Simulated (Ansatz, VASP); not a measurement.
# I in VASP and in Ansatz

```
I
1.0
     3.68287   -2.42654    0.00000
     3.68287    2.42654    0.00000
     0.00000    0.00000    9.92232
I
4
Direct
  0.64930 0.35070 0.38440
  0.14930 0.85070 0.11560
  0.35070 0.64930 0.61560
  0.85070 0.14930 0.88440
```

Alike in both runs: task single point; functional r2SCAN; k mesh 7 × 7 × 3; occupations fermi-dirac, width 0.05 eV; no spin polarisation.

|  | VASP | Ansatz |
| --- | --- | --- |
| version | VASP 6.6.1 | Ansatz 0.2.0 |
| potentials or method | VASP PAW PBE potentials, release 64 (I) | Ansatz PAW |
| plane-wave cutoff (eV) | 520 | 500 |
| valence electrons in the cell | 28 | 68 |

|  | VASP | Ansatz | Ansatz less VASP |
| --- | --- | --- | --- |
| gap on the k mesh at the Fermi level (eV) | 1.48 | 1.49 | +0.011 |
| least direct gap on the mesh (eV) | 1.55 | 1.56 | +0.013 |
| pressure (GPa) | 0.1 | 0.2 | +0.05 |
| traceless stress, the component that is largest in VASP (GPa) | -0.25 | -0.24 | +0.001 |
| rms of the force components (eV/Å) | 0.178 | 0.183 | +0.0052 |

VASP's potentials were made for PBE, not for r2SCAN. Atom by atom the forces differ by 0.006 eV/Å (rms over components). VASP's potentials hold 28 valence electrons a cell and Ansatz's 68, so a difference there can come from the potentials and not from the codes.

Neither program's run includes spin-orbit coupling. Noted on Ansatz's run: odd divisions of the mesh miss points on the zone boundary, where band edges often lie, so the gap on the mesh can be too wide.
